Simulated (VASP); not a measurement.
# Si4Ge (P6/mmm) in VASP: further runs

Runs on Si4Ge. Level: PBE. Tasks: relaxation of cell and atoms.

Program: VASP 6.6.1. These are calculated values, not measurements. Logs are shortened: lines on timing, memory, paths and dates and some standing lists are left out, and cuts for length are marked.

## 1. The cell of the first run

Symmetry: P6/mmm, No. 191, hexagonal system. The conventional cell has a = 4.391 Å, b = 4.391 Å, c = 5.237 Å, α = 90.00°, β = 90.00°, γ = 120.00°. Within 2.6 Å of Si (site symmetry 3m) lie 4 Si at 1.97 to 2.54 Å. Within 4.0 Å of Ge (site symmetry 6/mmm) lie 12 Si at 3.02 Å.

## 2. Relaxation of cell and atoms, PBE

INCAR reads:

```
PREC = Accurate
ENCUT = 500
EDIFF = 1E-7
ISMEAR = 0
SIGMA = 0.2
LREAL = F
LASPH = T
NELM = 120
ALGO = Normal
ISIF = 3
LWAVE = F
LCHARG = F
GGA = PE
IBRION = 2
NSW = 36
EDIFFG = -0.08
GGA_COMPAT = F
NELMIN = 4
```

KPOINTS reads:

```
Automatic mesh
0
Gamma
  4 4 3
```

POSCAR reads:

```
Si4Ge
1.0
    4.3913956400      0.0000000000      0.0000000000
   -2.1956978200      3.8030601800      0.0000000000
    0.0000000000      0.0000000000      5.2370707000
Si Ge
4 1
Direct
    0.3333333300      0.6666666700      0.3118441200
    0.3333333300      0.6666666700      0.6881558800
    0.6666666700      0.3333333300      0.6881558800
    0.6666666700      0.3333333300      0.3118441200
    0.0000000000      0.0000000000      0.0000000000
```

Potentials or basis: VASP PAW PBE potentials, release 64 (Si, Ge_d).

Run with:

```bash
cat potpaw_PBE.64/Si/POTCAR potpaw_PBE.64/Ge_d/POTCAR > POTCAR
mpirun -np 1 vasp_std > vasp.out
```

OUTCAR:

```text
PREC = Accurate
   ENCUT = 500
   EDIFF = 1E-7
   ISMEAR = 0
   LREAL = F
   LASPH = T
   NELM = 120
   ISIF = 3
   GGA = PE
   IBRION = 2
   NSW = 36
   EDIFFG = -0.08
   NELMIN = 4

 ion  position               nearest neighbor table
   1  0.333  0.667  0.312-   2 1.97   4 2.54   4 2.54   4 2.54   5 3.02   5 3.02   5 3.02
   2  0.333  0.667  0.688-   1 1.97   3 2.54   3 2.54   3 2.54   5 3.02   5 3.02   5 3.02
   3  0.667  0.333  0.688-   4 1.97   2 2.54   2 2.54   2 2.54   5 3.02   5 3.02   5 3.02
   4  0.667  0.333  0.312-   3 1.97   1 2.54   1 2.54   1 2.54   5 3.02   5 3.02   5 3.02
   5  0.000  0.000  0.000-   1 3.02   2 3.02   3 3.02   4 3.02   1 3.02   2 3.02   3 3.02   4 3.02
                             3 3.02   4 3.02   1 3.02   2 3.02

  LATTYP: Found a hexagonal cell.
 ALAT       =     4.3913956400
 C/A-ratio  =     1.1925754656

  Lattice vectors:

 A1 = (   4.3913956400,   0.0000000000,   0.0000000000)
 A2 = (  -2.1956978200,   3.8030601800,   0.0000000000)
 A3 = (   0.0000000000,   0.0000000000,   5.2370707000)

Analysis of symmetry for initial positions (statically):
=====================================================================
 Subroutine PRICEL returns:
 Original cell was already a primitive cell.

 Routine SETGRP: Setting up the symmetry group for a
 hexagonal supercell.

 Subroutine GETGRP returns: Found 24 space group operations
 (whereof 24 operations were pure point group operations)
 out of a pool of 24 trial point group operations.

The static configuration has the point symmetry D_6h.

Analysis of symmetry for dynamics (positions and initial velocities):
=====================================================================
 Subroutine PRICEL returns:
 Original cell was already a primitive cell.

 Routine SETGRP: Setting up the symmetry group for a
 hexagonal supercell.

 Subroutine GETGRP returns: Found 24 space group operations
 (whereof 24 operations were pure point group operations)
 out of a pool of 24 trial point group operations.

The dynamic configuration has the point symmetry D_6h.

 Subroutine INISYM returns: Found 24 space group operations
 (whereof 24 operations are pure point group operations),
 and found     1 'primitive' translations

----------------------------------------------------------------------------------------

                                     Primitive cell

  volume of cell :      87.4630

  direct lattice vectors                    reciprocal lattice vectors
     4.391395640  0.000000000  0.000000000     0.227718038  0.131473071  0.000000000
    -2.195697820  3.803060180  0.000000000     0.000000000  0.262946141  0.000000000
     0.000000000  0.000000000  5.237070700     0.000000000  0.000000000  0.190946439

  length of vectors
     4.391395640  4.391395638  5.237070700     0.262946141  0.262946141  0.190946439

  position of ions in fractional coordinates (direct lattice)
     0.333333330  0.666666670  0.311844120
     0.333333330  0.666666670  0.688155880
     0.666666670  0.333333330  0.688155880
     0.666666670  0.333333330  0.311844120
     0.000000000  0.000000000  0.000000000

  ion indices of the primitive-cell ions
   primitive index   ion index
                 1           1
                 2           2
                 3           3
                 4           4
                 5           5

----------------------------------------------------------------------------------------

 KPOINTS: Automatic mesh

Automatic generation of k-mesh.
 Grid dimensions read from file:
 generate k-points for:    4    4    3

 Generating k-lattice:

  Cartesian coordinates                     Fractional coordinates (reciprocal lattice)
     0.056929510  0.032868268  0.000000000     0.250000000  0.000000000  0.000000000
     0.000000000  0.065736535  0.000000000     0.000000000  0.250000000  0.000000000
     0.000000000  0.000000000  0.063648813     0.000000000  0.000000000  0.333333333

  Length of vectors
     0.065736535  0.065736535  0.063648813

  Shift w.r.t. Gamma in fractional coordinates (k-lattice)
     0.000000000  0.000000000  0.000000000

 Subroutine IBZKPT returns following result:
 ===========================================

 Found      8 irreducible k-points:

 Following reciprocal coordinates:
            Coordinates               Weight
  0.000000  0.000000  0.000000      1.000000
  0.250000  0.000000  0.000000      6.000000
  0.500000  0.000000  0.000000      3.000000
  0.250000  0.250000  0.000000      6.000000
  0.000000  0.000000  0.333333      2.000000
  0.250000  0.000000  0.333333     12.000000
  0.500000  0.000000  0.333333      6.000000
  0.250000  0.250000  0.333333     12.000000
   k-points           NKPTS =      8   k-points in BZ     NKDIM =      8   number of bands    NBANDS=     19
   number of dos      NEDOS =    301   number of ions     NIONS =      5
   total plane-waves  NPLWV =  40960
   dimension x,y,z NGX =    32 NGY =   32 NGZ =   40
   dimension x,y,z NGXF=    64 NGYF=   64 NGZF=   80
   ions per type =               4   1
   NGX,Y,Z   is equivalent  to a cutoff of  12.11, 12.11, 12.70 a.u.
   NGXF,Y,Z  is equivalent  to a cutoff of  24.23, 24.23, 25.40 a.u.
 SYSTEM =  unknown system
   PREC   = accura    normal or accurate (medium, high low for compatibility)
   ISTART =      0    job   : 0-new  1-cont  2-samecut
   ICHARG =      2    charge: 1-file 2-atom 10-const
   ISPIN  =      1    spin polarized calculation?
   LNONCOLLINEAR =      F non collinear calculations
   LSORBIT =      F    spin-orbit coupling
   LASPH  =      T    aspherical Exc in radial PAW
   ENCUT  =  500.0 eV  36.75 Ry    6.06 a.u.   8.01  8.01  9.55*2*pi/ulx,y,z
   NELM   =    120;   NELMIN=  4; NELMDL= -5     # of ELM steps
   EDIFF  = 0.1E-06   stopping-criterion for ELM
   LREAL  =      F    real-space projection
   EDIFFG = -.8E-01   stopping-criterion for IOM
   NSW    =     36    number of steps for IOM
   IBRION =      2    ionic relax: 0-MD 1-quasi-New 2-CG
   NFREE  =      1    steps in history (QN), initial steepest desc. (CG)
   ISIF   =      3    stress and relaxation
   ISYM   =      2    0-nonsym 1-usesym 2-fastsym
   POTIM  = 0.5000    time-step for ionic-motion
   TEBEG  =    0.0;   TEEND  =   0.0 temperature during run
   PSTRESS=    0.0 pullay stress
   NELECT =      30.0000    total number of electrons
   NUPDOWN=      -1.0000    fix difference up-down
   EMIN   =  10.00;   EMAX   =-10.00  energy-range for DOS
   EFERMI =   0.00;   METHOD = LEGACY
   ISMEAR =     0;   SIGMA  =   0.20  broadening in eV -4-tet -1-fermi 0-gaus
   EFERMI_NEDOS =   21; number of points for ismear=-14 and -15
   IALGO  =     38    algorithm
   IMIX   =      4    mixing-type and parameters
     AMIX     =   0.40;   BMIX     =  1.00
     AMIX_MAG =   1.60;   BMIX_MAG =  1.00
  volume/ion in A,a.u.               =      17.49       118.05
  Fermi-wavevector in a.u.,A,eV,Ry     =   1.145972  2.165572 17.867863  1.313251
  Thomas-Fermi vector in A             =   2.282658
   LORBIT       =      0    0 simple, 1 ext, 2 COOP (PROOUT), +10 PAW based schemes
   GGA     = PE    functional components
   LHFCALC =     F    Hartree Fock is set to
   AEXX    =    0.0000 exact exchange contribution
   IVDW    =     0    specifies the selected vdW correction
   LEPSILON=     F    determine dielectric tensor
   LRPA    =     F    only Hartree local field effects (RPA)
 conjugate gradient relaxation of ions
 non-spin polarized calculation
 Gauss-broadening in eV      SIGMA  =   0.20
  energy-cutoff  :      500.00
  volume of cell :       87.46
 maximum number of plane-waves:      2234
   NGX = 17   NGY = 17   NGZ = 19

--------------------------------------- Ionic step        1  -------------------------------------------

 number of electron      29.9999989 magnetization

 Free energy of the ion-electron system (eV)
  ---------------------------------------------------
  ext. energy  EPLUGINS =         0.00000000
  ---------------------------------------------------
  free energy    TOTEN  =       -21.36882262 eV

  energy without entropy =      -21.33144715  energy(sigma->0) =      -21.35013488

------------------------ aborting loop because EDIFF is reached ----------------------------------------

  FORCE on cell =-STRESS in cart. coord.  units (eV):
  Direction    XX          YY          ZZ          XY          YZ          ZX
  --------------------------------------------------------------------------------------
  -------------------------------------------------------------------------------------
  Total       -1.8807902     -1.8807902     26.6000243      0.0000000      0.0000000      0.0000000
  in kB      -34.4529759    -34.4529758    487.2685875      0.0000000      0.0000000      0.0000000
  external PRESSURE =     139.4542119 kB  Pullay stress =       0.0000000 kB
[... 98 lines left out ...]
  FREE ENERGIE OF THE ION-ELECTRON SYSTEM (eV)
  ---------------------------------------------------
  free  energy   TOTEN  =       -23.2671198616 eV

  energy  without entropy=      -23.2196247105  energy(sigma->0) =      -23.24337229

 E-fermi :   5.8617     XC(G=0):  -9.6732

 val. band max:        5.8017346481   @ k =   0.2500   0.2500   0.3333
 cond. band min:       5.9885320325   @ k =   0.2500   0.2500   0.0000
 fundamental gap:      0.1867973844
 Fermi energy:         5.8616941125

 k-point     1 :       0.0000    0.0000    0.0000
  band No.  band energies     occupation
      1     -19.1445      2.00000
      2     -19.1445      2.00000
      3     -19.1074      2.00000
      4     -19.1074      2.00000
      5     -19.0874      2.00000
      6      -6.6940      2.00000
[... 11 lines left out ...]
     18       6.2489      0.00618
     19       7.5636      0.00000
[... 137 lines left out ...]
      3     -19.1089      2.00000
      4     -19.1082      2.00000
      5     -19.0859      2.00000
      6      -4.6411      2.00000
[... 11 lines left out ...]
     18       7.4333      0.00000
     19       8.1353      0.00000

[... ionic steps 4 to 22 ...]

--------------------------------------- Ionic step       23  -------------------------------------------

 number of electron      29.9999996 magnetization

------------------------ aborting loop because EDIFF is reached ----------------------------------------

  FORCE on cell =-STRESS in cart. coord.  units (eV):
  Direction    XX          YY          ZZ          XY          YZ          ZX
  --------------------------------------------------------------------------------------
  -------------------------------------------------------------------------------------
  Total        1.0442633      1.0442633      2.0632245      0.0000000     -0.0000000      0.0000000
  in kB       19.7891363     19.7891362     39.0987897      0.0000000     -0.0000000      0.0000000
  external PRESSURE =      26.2256874 kB  Pullay stress =       0.0000000 kB
[... 63 lines left out ...]
  energy  without entropy=      -24.2856119848  energy(sigma->0) =      -24.31601115

--------------------------------------- Ionic step       25  -------------------------------------------

 number of electron      29.9999997 magnetization

 Free energy of the ion-electron system (eV)
  ---------------------------------------------------
  ext. energy  EPLUGINS =         0.00000000
  ---------------------------------------------------
  free energy    TOTEN  =       -24.36144919 eV

  energy without entropy =      -24.30577691  energy(sigma->0) =      -24.33361305

 E-fermi :   7.5557     XC(G=0): -10.4871

 val. band max:        7.5175876030   @ k =   0.2500   0.2500   0.3333
 cond. band min:       7.5726445432   @ k =   0.5000   0.0000   0.0000
 fundamental gap:      0.0550569403
 Fermi energy:         7.5557486992

 k-point     1 :       0.0000    0.0000    0.0000
  band No.  band energies     occupation
      1     -17.2473      2.00000
      2     -17.2473      2.00000
      3     -17.2458      2.00000
      4     -17.2438      2.00000
      5     -17.2438      2.00000
      6      -5.7585      2.00000
[... 11 lines left out ...]
     18       9.2112      0.00000
     19      10.4275      0.00000
[... 184 lines left out ...]
  FREE ENERGIE OF THE ION-ELECTRON SYSTEM (eV)
  ---------------------------------------------------
  free  energy   TOTEN  =       -24.3614491917 eV

  energy  without entropy=      -24.3057769140  energy(sigma->0) =      -24.33361305

 reached required accuracy - stopping structural energy minimisation
```

Run time: 2.7 min. Hardware: 1 thread of Intel Xeon 6975P-C (Granite Rapids), shared host; peak memory 0.2 GiB.

Results:

```
Free energy                            : -24.3614 eV
Relaxed volume                         : 17.36 Å³/atom
Relaxed cell                           : a = 4.462 Å, b = 4.462 Å, c = 5.032 Å, α = 90.00°, β = 90.00°, γ = 120.00°
Space group after relaxing (to 0.05 Å) : P6/mmm (No. 191)
Energy gained by relaxing              : 598.5 meV/atom
Ionic steps                            : 25
Pressure after relaxing                : 0.4 GPa
Largest force after relaxing           : 0.018 eV/Å
Band gap on the k mesh                 : zero (band 15 reaches 7.80 eV, above the bottom of band 16 at 6.07 eV)
```

Forces on the atoms (eV/Å):
```
Si   0.000  0.000 -0.018
Si   0.000  0.000  0.018
Si   0.000  0.000  0.018
Si   0.000  0.000 -0.018
Ge   0.000  0.000  0.000
```

Stress tensor (GPa, compression positive):
```
0.21 0.00 0.00
0.00 0.21 0.00
0.00 0.00 0.67
```

The path:
```csv
step,energy change (eV),largest force (eV/Å),pressure (GPa),volume (Å³)
1,0.0000,7.5388,13.95,87.46
2,-1.8694,0.4698,-5.82,105.96
3,-1.8983,0.4666,-5.94,105.24
4,-1.9287,0.4595,-6.02,104.51
5,-2.4251,0.2275,-4.51,96.15
6,-2.4691,0.8195,-1.13,91.85
7,-2.5026,0.0016,-3.52,94.31
8,-2.5159,0.3755,-2.26,92.79
9,-2.5198,0.1921,-2.79,93.35
10,-2.5201,0.2316,-2.67,93.22
11,-2.5606,0.2386,-0.05,89.75
12,-2.5617,0.2430,0.44,89.13
13,-2.5863,0.3055,0.44,88.75
14,-2.7196,0.4987,0.18,87.60
15,-2.9199,0.2026,2.10,85.16
16,-1.1851,5.5734,16.66,79.77
17,-2.9109,0.3556,2.22,84.96
18,-2.8523,0.5700,5.25,82.44
19,-2.9410,0.3059,3.01,84.31
20,-2.9458,0.0410,4.01,83.39
21,-2.9537,0.1342,3.61,83.80
22,-2.9660,0.0005,2.98,84.27
23,-2.9678,0.0800,2.62,84.55
24,-2.9776,0.0557,2.03,85.10
25,-2.9926,0.0184,0.36,86.78
```

Final structure:
```
Si Ge
1.0
     4.46243    0.00000    0.00000
    -2.23122    3.86458    0.00000
     0.00000    0.00000    5.03179
Si Ge
4 1
Cartesian
  0.0000 2.5764 1.2492
  0.0000 2.5764 3.7826
  2.2312 1.2882 3.7826
  2.2312 1.2882 1.2492
  0.0000 0.0000 0.0000
```

Caveat: the k points lie up to 0.42 Å⁻¹ apart in the final cell; the relaxation stopped at a loose force limit of 0.08 eV/Å, so its end isn't a converged minimum.

## 3. Relaxation of cell and atoms, PBE

This run uses another cell than the first one, of 17.76 Å³/atom, 1.016 times its volume.

INCAR reads:

```
SYSTEM = Si4Ge
PREC = Accurate
ENCUT = 500
EDIFF = 1E-7
ISMEAR = 0
SIGMA = 0.2
LREAL = .FALSE.
LASPH = .TRUE.
NELM = 120
ALGO = Normal
ISIF = 3
LWAVE = .FALSE.
LCHARG = .FALSE.
GGA = PE
IBRION = 2
NSW = 36
EDIFFG = -0.08
GGA_COMPAT = .FALSE.
NELMIN = 4
```

KPOINTS reads:

```
regular mesh
0
G
  4 4 3
  0 0 0
```

POSCAR reads:

```
Si4Ge
1.0
    4.4778002000      0.0000000000      0.0000000000
   -2.2389001000      3.8778887300      0.0000000000
    0.0000000000      0.0000000000      5.1149894800
Si Ge
4 1
Direct
    0.5000000000      0.0000000000      0.5000000000
    0.0000000000      0.5000000000      0.5000000000
    0.5000000000      0.5000000000      0.5000000000
    0.0000000000      0.0000000000      0.0000000000
    0.0000000000      0.0000000000      0.5000000000
```

Potentials or basis: VASP PAW PBE potentials, release 64 (Si, Ge_d).

Run with:

```bash
cat potpaw_PBE.64/Si/POTCAR potpaw_PBE.64/Ge_d/POTCAR > POTCAR
mpirun -np 1 vasp_std > vasp.out
```

Run time: 49 s. Hardware: 1 thread of Intel Xeon 6975P-C (Granite Rapids), shared host; peak memory 0.22 GiB.

Results (log left out):

| Item | Value |
| --- | --- |
| Free energy | -20.3719 eV |
| Relaxed volume | 23.77 Å³/atom |
| Relaxed cell | a = 5.180 Å, b = 5.180 Å, c = 5.114 Å, α = 90.00°, β = 90.00°, γ = 120.00° |
| Space group after relaxing (to 0.05 Å) | P6/mmm (No. 191) |
| Energy gained by relaxing | 643.7 meV/atom |
| Ionic steps | 6 |
| Pressure after relaxing | 0.0 GPa |
| Band gap on the k mesh | zero (band 15 reaches 4.66 eV, above the bottom of band 16 at 4.15 eV) |

Stress tensor (GPa, compression positive):
```
 0.22  0.00  0.00
 0.00  0.22  0.00
 0.00  0.00 -0.38
```

Step by step:
```csv
step,energy change (eV),largest force (eV/Å),pressure (GPa),volume (Å³)
1,0.0000,0.0000,33.32,88.82
2,-2.6562,0.0000,-6.07,142.83
3,-3.2146,0.0000,0.30,118.29
4,-3.2174,0.0000,-0.28,119.94
5,-3.2173,0.0000,-0.07,119.27
6,-3.2186,0.0000,0.02,118.84
```

Final structure:
```yaml
crystal:
  lattice:
    - [5.17979, 0.00000, 0.00000]
    - [-2.58990, 4.48583, 0.00000]
    - [0.00000, 0.00000, 5.11441]
  atoms:
    - { symbol: Si, position: [0.50000, 0.00000, 0.50000] }
    - { symbol: Si, position: [0.00000, 0.50000, 0.50000] }
    - { symbol: Si, position: [0.50000, 0.50000, 0.50000] }
    - { symbol: Si, position: [0.00000, 0.00000, 0.00000] }
    - { symbol: Ge, position: [0.00000, 0.00000, 0.50000] }
```

Levels at points of the mesh, in eV from the Fermi level:
| k point | band 12 | band 13 | band 14 | band 15 | band 16 | band 17 | band 18 | band 19 |
| --- | --- | --- | --- | --- | --- | --- | --- | --- |
| (0.00, 0.00, 0.00) | -4.69 | -4.69 | -4.34 | 0.10 | 1.40 | 1.40 | 2.52 | 2.52 |
| (0.50, 0.00, 0.00) | -1.58 | -0.67 | -0.07 | 0.06 | 0.26 | 0.65 | 0.76 | 1.23 |

Caveat: the k points lie up to 0.41 Å⁻¹ apart in the final cell; the volume moved by over 15 % at a fixed basis, so the end points are rough; the relaxation stopped at a loose force limit of 0.08 eV/Å, so its end isn't a converged minimum.
